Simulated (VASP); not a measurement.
Crystal: MnS.

```
CELL_PARAMETERS angstrom
0.00000 2.48238 2.48238
2.48238 0.00000 2.48238
2.48238 2.48238 0.00000
ATOMIC_POSITIONS crystal
Mn 0.00000 0.00000 0.00000
S 0.75000 0.75000 0.75000
```

Base run:

```yaml
Program: VASP 6.6.1
Functional: PBEsol
Potentials_or_basis: VASP PAW PBE potentials, release 64 (Mn_pv, S)
Cutoff: 520 eV
k_mesh: 16 × 16 × 16
Occupations: gaussian, width 0.15 eV
Spin: collinear spin, ferromagnetic start
Starting_moments: "[2.625, 0.0] μB"
Fixed_moment: 2.625 μB
```

Its results: pressure 11.8 GPa; site moments Mn +2.48; S -0.04 μB.

Question: The run is repeated on the same cell with these changes: fixed moment from 2.625 μB to 1.75 μB; moments at the start from [2.62, 0.0] to [1.75, 0.0]. What comes out?

Answer: Pressure 3.4 GPa; site moments Mn +1.70; S -0.05 μB.

Caveats: the cell stands under pressure; the PAW data sets were made with another functional, which shifts forces and pressure a little; the total moment is fixed, so each spin has its own Fermi level; a cell with one magnetic atom can't hold antiferromagnetic order, which such compounds often take.
